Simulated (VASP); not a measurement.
# SiO2 (P4_2/mnm) in VASP: further runs

The runs below take SiO2 through single point, relaxation of cell and atoms, with PBEsol, PBE+D4, r2SCAN.

Everything below comes from runs of VASP 6.6.1. Logs are shortened: lines on timing, memory, paths and dates and some standing lists are left out, and cuts for length are marked.

### Step 1. The cell of the first run

It takes space group P4_2/mnm (No. 136, tetragonal). Conventional cell: a = 4.194 Å, b = 4.194 Å, c = 2.678 Å, α = 90.00°, β = 90.00°, γ = 90.00°. Si (site symmetry mmm) has 6 O at 1.77 to 1.82 Å within 2.3 Å. Within 2.4 Å of O (site symmetry m2m) lie 3 Si at 1.77 to 1.82 Å and 1 O at 2.30 Å.

### Step 2. Single point, PBEsol

The input, INCAR:

```
PREC     = Accurate       # precision mode
ENCUT    = 520            # plane-wave cutoff, eV
EDIFF    = 1E-6           # SCF threshold, eV
ISMEAR   = -1             # smearing method
SIGMA    = 0.01           # smearing width, eV
LREAL    = F              # projectors in reciprocal space
LASPH    = T              # aspherical terms in the spheres
NELM     = 80             # most SCF steps
ALGO     = Normal         # electronic algorithm
ISIF     = 2              # what is computed and relaxed
LWAVE    = F              # write WAVECAR
LCHARG   = F              # write CHGCAR
GGA      = PS             # functional
NBANDS   = 25             # bands
```

The input, KPOINTS:

```
Automatic mesh
0
Gamma
  5 5 7
```

The input, POSCAR:

```
SiO2
1.0
    4.1944400378      0.0000000000      0.0000000000
    0.0000000000      4.1944400378      0.0000000000
    0.0000000000      0.0000000000      2.6784583457
Si O
2 4
Direct
    0.0000000000      0.0000000000      0.0000000000
    0.5000000000      0.5000000000      0.5000000000
    0.3060530068      0.3060530068      0.0000000000
    0.1939469932      0.8060530068      0.5000000000
    0.6939469932      0.6939469932      0.0000000000
    0.8060530068      0.1939469932      0.5000000000
```

Potentials or basis: VASP PAW PBE potentials, release 64 (Si, O).

The run is started by

```bash
cat potpaw_PBE.64/Si/POTCAR potpaw_PBE.64/O/POTCAR > POTCAR
mpirun -np 1 vasp_std > vasp.out
```

OUTCAR:

```text
PREC = Accurate
   ENCUT = 520
   EDIFF = 1E-6
   ISMEAR = -1
   LREAL = F
   LASPH = T
   NELM = 80
   ISIF = 2
   GGA = PS

 ion  position               nearest neighbor table
   1  0.000  0.000  0.000-   4 1.77   6 1.77   4 1.77   6 1.77   5 1.82   3 1.82
   2  0.500  0.500  0.500-   3 1.77   5 1.77   3 1.77   5 1.77   4 1.82   6 1.82
   3  0.306  0.306  0.000-   2 1.77   2 1.77   1 1.82
   4  0.194  0.806  0.500-   1 1.77   1 1.77   2 1.82
   5  0.694  0.694  0.000-   2 1.77   2 1.77   1 1.82
   6  0.806  0.194  0.500-   1 1.77   1 1.77   2 1.82

  LATTYP: Found a simple tetragonal cell.
 ALAT       =     4.1944400378
 C/A-ratio  =     0.6385735215

  Lattice vectors:

 A1 = (   4.1944400378,   0.0000000000,   0.0000000000)
 A2 = (   0.0000000000,   4.1944400378,   0.0000000000)
 A3 = (   0.0000000000,   0.0000000000,   2.6784583457)

Analysis of symmetry for initial positions (statically):
=====================================================================
 Subroutine PRICEL returns:
 Original cell was already a primitive cell.

 Routine SETGRP: Setting up the symmetry group for a
 simple tetragonal supercell.

 Subroutine GETGRP returns: Found 16 space group operations
 (whereof  8 operations were pure point group operations)
 out of a pool of 16 trial point group operations.

The static configuration has the point symmetry D_2h.
 The point group associated with its full space group is D_4h.

Analysis of symmetry for dynamics (positions and initial velocities):
=====================================================================
 Subroutine PRICEL returns:
 Original cell was already a primitive cell.

 Routine SETGRP: Setting up the symmetry group for a
 simple tetragonal supercell.

 Subroutine GETGRP returns: Found 16 space group operations
 (whereof  8 operations were pure point group operations)
 out of a pool of 16 trial point group operations.

The dynamic configuration has the point symmetry D_2h.
 The point group associated with its full space group is D_4h.

 Subroutine INISYM returns: Found 16 space group operations
 (whereof  8 operations are pure point group operations),
 and found     1 'primitive' translations

----------------------------------------------------------------------------------------

                                     Primitive cell

  volume of cell :      47.1230

  direct lattice vectors                    reciprocal lattice vectors
     4.194440038  0.000000000  0.000000000     0.238410846  0.000000000  0.000000000
     0.000000000  4.194440038  0.000000000     0.000000000  0.238410846  0.000000000
     0.000000000  0.000000000  2.678458346     0.000000000  0.000000000  0.373349095

  length of vectors
     4.194440038  4.194440038  2.678458346     0.238410846  0.238410846  0.373349095

  position of ions in fractional coordinates (direct lattice)
     0.000000000  0.000000000  0.000000000
     0.500000000  0.500000000  0.500000000
     0.306053007  0.306053007  0.000000000
     0.193946993  0.806053007  0.500000000
     0.693946993  0.693946993  0.000000000
     0.806053007  0.193946993  0.500000000

  ion indices of the primitive-cell ions
   primitive index   ion index
                 1           1
                 2           2
                 3           3
                 4           4
                 5           5
                 6           6

----------------------------------------------------------------------------------------

 KPOINTS: Automatic mesh

Automatic generation of k-mesh.
 Grid dimensions read from file:
 generate k-points for:    5    5    7

 Generating k-lattice:

  Cartesian coordinates                     Fractional coordinates (reciprocal lattice)
     0.047682169  0.000000000  0.000000000     0.200000000  0.000000000  0.000000000
     0.000000000  0.047682169  0.000000000     0.000000000  0.200000000  0.000000000
     0.000000000  0.000000000  0.053335585     0.000000000  0.000000000  0.142857143

  Length of vectors
     0.047682169  0.047682169  0.053335585

  Shift w.r.t. Gamma in fractional coordinates (k-lattice)
     0.000000000  0.000000000  0.000000000

 Subroutine IBZKPT returns following result:
 ===========================================

 Found     24 irreducible k-points:

 Following reciprocal coordinates:
            Coordinates               Weight
  0.000000  0.000000  0.000000      1.000000
  0.200000  0.000000  0.000000      4.000000
  0.400000  0.000000  0.000000      4.000000
  0.200000  0.200000  0.000000      4.000000
  0.400000  0.200000  0.000000      8.000000
  0.400000  0.400000  0.000000      4.000000
[... 16 lines left out ...]
  0.400000  0.200000  0.428571     16.000000
  0.400000  0.400000  0.428571      8.000000
   k-points           NKPTS =     24   k-points in BZ     NKDIM =     24   number of bands    NBANDS=     25
   number of dos      NEDOS =    301   number of ions     NIONS =      6
   total plane-waves  NPLWV =  20480
   dimension x,y,z NGX =    32 NGY =   32 NGZ =   20
   dimension x,y,z NGXF=    64 NGYF=   64 NGZF=   40
   ions per type =               2   4
   NGX,Y,Z   is equivalent  to a cutoff of  12.68, 12.68, 12.41 a.u.
   NGXF,Y,Z  is equivalent  to a cutoff of  25.37, 25.37, 24.83 a.u.
 SYSTEM =  unknown system
   PREC   = accura    normal or accurate (medium, high low for compatibility)
   ISTART =      0    job   : 0-new  1-cont  2-samecut
   ICHARG =      2    charge: 1-file 2-atom 10-const
   ISPIN  =      1    spin polarized calculation?
   LNONCOLLINEAR =      F non collinear calculations
   LSORBIT =      F    spin-orbit coupling
   LASPH  =      T    aspherical Exc in radial PAW
   ENCUT  =  520.0 eV  38.22 Ry    6.18 a.u.   7.80  7.80  4.98*2*pi/ulx,y,z
   NELM   =     80;   NELMIN=  2; NELMDL= -5     # of ELM steps
   EDIFF  = 0.1E-05   stopping-criterion for ELM
   LREAL  =      F    real-space projection
   EDIFFG = 0.1E-04   stopping-criterion for IOM
   NSW    =      0    number of steps for IOM
   IBRION =     -1    ionic relax: 0-MD 1-quasi-New 2-CG
   NFREE  =      0    steps in history (QN), initial steepest desc. (CG)
   ISIF   =      2    stress and relaxation
   ISYM   =      2    0-nonsym 1-usesym 2-fastsym
   POTIM  = 0.5000    time-step for ionic-motion
   TEBEG  =    0.0;   TEEND  =   0.0 temperature during run
   PSTRESS=    0.0 pullay stress
   NELECT =      32.0000    total number of electrons
   NUPDOWN=      -1.0000    fix difference up-down
   EMIN   =  10.00;   EMAX   =-10.00  energy-range for DOS
   EFERMI =   0.00;   METHOD = LEGACY
   ISMEAR =    -1;   SIGMA  =   0.01  broadening in eV -4-tet -1-fermi 0-gaus
   EFERMI_NEDOS =   21; number of points for ismear=-14 and -15
   IALGO  =     38    algorithm
   IMIX   =      4    mixing-type and parameters
     AMIX     =   0.40;   BMIX     =  1.00
     AMIX_MAG =   1.60;   BMIX_MAG =  1.00
  volume/ion in A,a.u.               =       7.85        53.00
  Fermi-wavevector in a.u.,A,eV,Ry     =   1.438955  2.719231 28.172106  2.070591
  Thomas-Fermi vector in A             =   2.557864
   LORBIT       =      0    0 simple, 1 ext, 2 COOP (PROOUT), +10 PAW based schemes
   GGA     = PS    functional components
   LHFCALC =     F    Hartree Fock is set to
   AEXX    =    0.0000 exact exchange contribution
   IVDW    =     0    specifies the selected vdW correction
   LEPSILON=     F    determine dielectric tensor
   LRPA    =     F    only Hartree local field effects (RPA)
 non-spin polarized calculation
  energy-cutoff  :      520.00
  volume of cell :       47.12
 maximum number of plane-waves:      1280
 NGX is ok and might be reduce to    32
   NGX = 15   NGY = 15   NGZ =  9

 number of electron      31.9999977 magnetization

 Free energy of the ion-electron system (eV)
  ---------------------------------------------------
  ext. energy  EPLUGINS =         0.00000000
  ---------------------------------------------------
  free energy    TOTEN  =       -48.98521063 eV

  energy without entropy =      -48.98521063  energy(sigma->0) =      -48.98521063

 E-fermi :   8.3086     XC(G=0): -12.4678

 val. band max:        8.0071026675   @ k =   0.0000   0.0000   0.0000
 cond. band min:      13.3683701751   @ k =   0.0000   0.0000   0.0000
 fundamental gap:      5.3612675076
 Fermi energy:         8.3085669508

 k-point     1 :       0.0000    0.0000    0.0000
  band No.  band energies     occupation
      1     -14.4442      2.00000
      2     -10.8128      2.00000
      3     -10.8128      2.00000
      4     -10.5833      2.00000
      5      -2.8590      2.00000
      6       1.5712      2.00000
[... 17 lines left out ...]
     24      22.0228      0.00000
     25      23.5258      0.00000

 k-point     2 :       0.2000    0.0000    0.0000
  band No.  band energies     occupation
      1     -14.2359      2.00000
      2     -11.6524      2.00000
      3     -10.7080      2.00000
      4     -10.1792      2.00000
      5      -2.5810      2.00000
      6       0.6041      2.00000
[... 17 lines left out ...]
     24      21.3281      0.00000
     25      23.2282      0.00000

 k-point     3 :       0.4000    0.0000    0.0000
  band No.  band energies     occupation
      1     -13.6347      2.00000
      2     -12.7187      2.00000
      3     -10.4433      2.00000
      4     -10.1775      2.00000
      5      -1.8319      2.00000
      6      -0.7269      2.00000
[... 552 lines left out ...]
 k-point    23 :       0.4000    0.2000    0.4286
  band No.  band energies     occupation
      1     -11.7661      2.00000
      2     -11.4408      2.00000
      3     -10.2660      2.00000
      4     -10.2144      2.00000
      5      -2.1411      2.00000
      6      -1.6102      2.00000
[... 17 lines left out ...]
     24      21.7073      0.00000
     25      22.5970      0.00000

 k-point    24 :       0.4000    0.4000    0.4286
  band No.  band energies     occupation
      1     -11.5900      2.00000
      2     -11.4566      2.00000
      3     -10.2842      2.00000
      4     -10.2642      2.00000
      5      -2.5537      2.00000
      6      -2.3417      2.00000
[... 17 lines left out ...]
     24      22.0384      0.00000
     25      23.0073      0.00000

------------------------ aborting loop because EDIFF is reached ----------------------------------------

  FORCE on cell =-STRESS in cart. coord.  units (eV):
  Direction    XX          YY          ZZ          XY          YZ          ZX
  --------------------------------------------------------------------------------------
  -------------------------------------------------------------------------------------
  Total        0.1194890      0.1194890      0.3849477     -0.0000000      0.0000000      0.0000000
  in kB        4.0626161      4.0626161     13.0881863     -0.0000000      0.0000000      0.0000000
  external PRESSURE =       7.0711395 kB  Pullay stress =       0.0000000 kB

 VOLUME and BASIS-vectors are now :
 -----------------------------------------------------------------------------
  energy-cutoff  :      520.00
  volume of cell :       47.12
      direct lattice vectors                 reciprocal lattice vectors
     4.194440038  0.000000000  0.000000000     0.238410846  0.000000000  0.000000000
     0.000000000  4.194440038  0.000000000     0.000000000  0.238410846  0.000000000
     0.000000000  0.000000000  2.678458346     0.000000000  0.000000000  0.373349095

 POSITION                                       TOTAL-FORCE (eV/Angst)
 -----------------------------------------------------------------------------------
      0.00000      0.00000      0.00000         0.000000      0.000000      0.000000
      2.09722      2.09722      1.33923         0.000000      0.000000      0.000000
      1.28372      1.28372      0.00000        -0.024680     -0.024680      0.000000
      0.81350      3.38094      1.33923         0.024680     -0.024680      0.000000
      2.91072      2.91072      0.00000         0.024680      0.024680      0.000000
      3.38094      0.81350      1.33923        -0.024680      0.024680      0.000000
 -----------------------------------------------------------------------------------
    total drift:                                0.000000      0.000000      0.000000

  FREE ENERGIE OF THE ION-ELECTRON SYSTEM (eV)
  ---------------------------------------------------
  free  energy   TOTEN  =       -48.9852106334 eV

  energy  without entropy=      -48.9852106334  energy(sigma->0) =      -48.98521063
```

Run time: 26 s. Hardware: 1 thread of Intel Xeon 8259CL, shared host; peak memory 0.16 GiB.

What came out:

| Property | Result |
| --- | --- |
| Free energy | -48.9852 eV |
| Pressure | 0.7 GPa |
| Largest force | 0.035 eV/Å |
| Band gap on the k mesh | 5.36 eV |

Forces on the atoms (eV/Å):
```
Si   0.000  0.000  0.000
Si   0.000  0.000  0.000
O   -0.025 -0.025  0.000
O    0.025 -0.025  0.000
O    0.025  0.025  0.000
O   -0.025  0.025  0.000
```

Levels at points of the mesh, in eV from the valence-band top:
```csv
k point,band 12,band 13,band 14,band 15,band 16,band 17,band 18,band 19,band 20,band 21
"(0.00, 0.00, 0.00)",-3.13,-2.52,-0.88,-0.88,0.00,5.36,6.47,8.24,8.24,10.83
```

Caveat: the PAW data sets were made with another functional, which shifts forces and pressure a little.

### Step 3. Single point, PBE+D4

This run uses another cell than the first one, of 7.90 Å³/atom.

The input, INCAR:

```
SYSTEM = SiO2
  PREC = Accurate
  ENCUT = 520
  EDIFF = 1E-7
  ISMEAR = -1
  SIGMA = 0.01
  LREAL = .False.
  LASPH = .True.
  NELM = 100
  ALGO = Normal
  ISIF = 2
  LWAVE = .False.
  LCHARG = .True.
  GGA = PE
  IVDW = 13
  LELF = .True.
  LVHAR = .True.
  NBANDS = 25
```

The input, KPOINTS:

```
regular mesh
0
Gamma
  5 5 7
  0 0 0
```

The input, POSCAR:

```
SiO2
1.0
    4.2036644297      0.0000000000      0.0000000000
    0.0000000000      4.2036644297      0.0000000000
    0.0000000000      0.0000000000      2.6823441723
Si O
2 4
Direct
    0.0000000000      0.0000000000      0.0000000000
    0.5000000000      0.5000000000      0.5000000000
    0.3061389002      0.3061389002      0.0000000000
    0.1938610998      0.8061389002      0.5000000000
    0.6938610998      0.6938610998      0.0000000000
    0.8061389002      0.1938610998      0.5000000000
```

Potentials or basis: VASP PAW PBE potentials, release 64 (Si, O).

The run is started by

```bash
cat potpaw_PBE.64/Si/POTCAR potpaw_PBE.64/O/POTCAR > POTCAR
mpirun -np 1 vasp_std > vasp.out
```

OUTCAR:

```text
SYSTEM = SiO2
   PREC = Accurate
   ENCUT = 520
   EDIFF = 1E-7
   ISMEAR = -1
   LREAL = .False.
   LASPH = .True.
   NELM = 100
   ISIF = 2
   GGA = PE
   IVDW = 13

 ion  position               nearest neighbor table
   1  0.000  0.000  0.000-   4 1.77   6 1.77   4 1.77   6 1.77   5 1.82   3 1.82
   2  0.500  0.500  0.500-   3 1.77   5 1.77   3 1.77   5 1.77   4 1.82   6 1.82
   3  0.306  0.306  0.000-   2 1.77   2 1.77   1 1.82
   4  0.194  0.806  0.500-   1 1.77   1 1.77   2 1.82
   5  0.694  0.694  0.000-   2 1.77   2 1.77   1 1.82
[... 883 lines left out ...]
  -------------------------------------------------------------------------------------
  Total      -0.01345    -0.01345     0.16721     0.00000     0.00000     0.00000
  in kB      -0.45480    -0.45480     5.65200     0.00000     0.00000     0.00000
  external pressure =        1.58 kB  Pullay stress =        0.00 kB

 VOLUME and BASIS-vectors are now :
 -----------------------------------------------------------------------------
  energy-cutoff  :      520.00
  volume of cell :       47.40
      direct lattice vectors                 reciprocal lattice vectors
     4.203664430  0.000000000  0.000000000     0.237887685  0.000000000  0.000000000
     0.000000000  4.203664430  0.000000000     0.000000000  0.237887685  0.000000000
     0.000000000  0.000000000  2.682344172     0.000000000  0.000000000  0.372808236

 POSITION                                       TOTAL-FORCE (eV/Angst)
 -----------------------------------------------------------------------------------
      0.00000      0.00000      0.00000         0.000000     -0.000000     -0.000000
      2.10183      2.10183      1.34117         0.000000     -0.000000     -0.000000
      1.28691      1.28691      0.00000        -0.010828     -0.010828     -0.000000
      0.81493      3.38874      1.34117         0.010828     -0.010828     -0.000000
      2.91676      2.91676      0.00000         0.010828      0.010828      0.000000
      3.38874      0.81493      1.34117        -0.010828      0.010828      0.000000
 -----------------------------------------------------------------------------------
    total drift:                                0.000000      0.000000     -0.000000

  FREE ENERGIE OF THE ION-ELECTRON SYSTEM (eV)
  ---------------------------------------------------
  free  energy   TOTEN  =       -47.9042459630 eV

  energy  without entropy=      -47.9042459630  energy(sigma->0) =      -47.90424596
```

Wall time 36 s (1 thread of Intel Xeon 8259CL, shared host); peak memory 0.16 GiB.

What came out:

| Item | Value |
| --- | --- |
| Free energy | -47.9042 eV |
| Pressure | 0.2 GPa |
| Largest force | 0.015 eV/Å |
| Band gap on the k mesh | 5.29 eV |
| Dispersion energy per atom | -0.267 eV |

Forces in eV/Å, atoms in the order of the input:
```
Si   0.000  0.000  0.000
Si   0.000  0.000  0.000
O   -0.011 -0.011  0.000
O    0.011 -0.011  0.000
O    0.011  0.011  0.000
O   -0.011  0.011  0.000
```

Stress tensor (GPa, compression positive):
```
-0.05  0.00  0.00
 0.00 -0.05  0.00
 0.00  0.00  0.57
```

Expect the measured gap to be larger: semilocal functionals such as PBE lack the derivative discontinuity.

### Step 4. Single point, r2SCAN

This run uses another cell than the first one, of 7.79 Å³/atom.

The input, POSCAR:

```
SiO2
1.0
    4.1852082683      0.0000000000      0.0000000000
    0.0000000000      4.1852082683      0.0000000000
    0.0000000000      0.0000000000      2.6688775445
Si O
2 4
Direct
    0.0000000000      0.0000000000      0.0000000000
    0.5000000000      0.5000000000      0.5000000000
    0.3061010430      0.3061010430      0.0000000000
    0.1938989570      0.8061010430      0.5000000000
    0.6938989570      0.6938989570      0.0000000000
    0.8061010430      0.1938989570      0.5000000000
```

The input, INCAR.step1:

```
SYSTEM = SiO2
PREC = Accurate
ENCUT = 520
ISMEAR = -1
SIGMA = 0.01
LREAL = .FALSE.
LASPH = .TRUE.
NELM = 60
NBANDS = 25
GGA = PE
ALGO = Normal
EDIFF = 1E-4
LWAVE = .TRUE.
LCHARG = .FALSE.
```

The input, INCAR.step2:

```
SYSTEM = SiO2
PREC = Accurate
ENCUT = 520
EDIFF = 1E-7
ISMEAR = -1
SIGMA = 0.01
LREAL = .FALSE.
LASPH = .TRUE.
NELM = 60
ALGO = Normal
ISIF = 2
LWAVE = .FALSE.
LCHARG = .FALSE.
METAGGA = R2SCAN
LMIXTAU = .TRUE.
NBANDS = 25
ISTART = 1
```

The input, KPOINTS:

```
regular mesh
0
G
  5 5 7
  0 0 0
```

The run is started by

```bash
cat potpaw_PBE.64/Si/POTCAR potpaw_PBE.64/O/POTCAR > POTCAR
cp INCAR.step1 INCAR
mpirun -np 1 vasp_std > vasp.out
cp INCAR.step2 INCAR
mpirun -np 1 vasp_std > vasp.out
```

Wall time 92 s (1 thread of Intel Xeon 8259CL, shared host); peak memory 0.16 GiB.

The run converged. Its results:

```yaml
Free_energy: -58.7856 eV
Pressure: 0.4 GPa
Largest_force: 0.021 eV/Å
Band_gap_on_the_k_mesh: 6.51 eV
```

Forces on the atoms (eV/Å):
```
Si   0.000  0.000  0.000
Si   0.000  0.000  0.000
O   -0.015 -0.015  0.000
O    0.015 -0.015  0.000
O    0.015  0.015  0.000
O   -0.015  0.015  0.000
```

Stress tensor (GPa, compression positive):
```
0.10 0.00 0.00
0.00 0.10 0.00
0.00 0.00 1.00
```

Levels at points of the mesh, in eV from the valence-band top:
```
           k point  band 14  band 15  band 16  band 17  band 18  band 19
(0.00, 0.00, 0.00)    -0.88    -0.88     0.00     6.51     7.64     9.47
```

Caveat: the PAW data sets were made with another functional, which shifts forces and pressure a little.

(Part 1 of 2 ends here.)
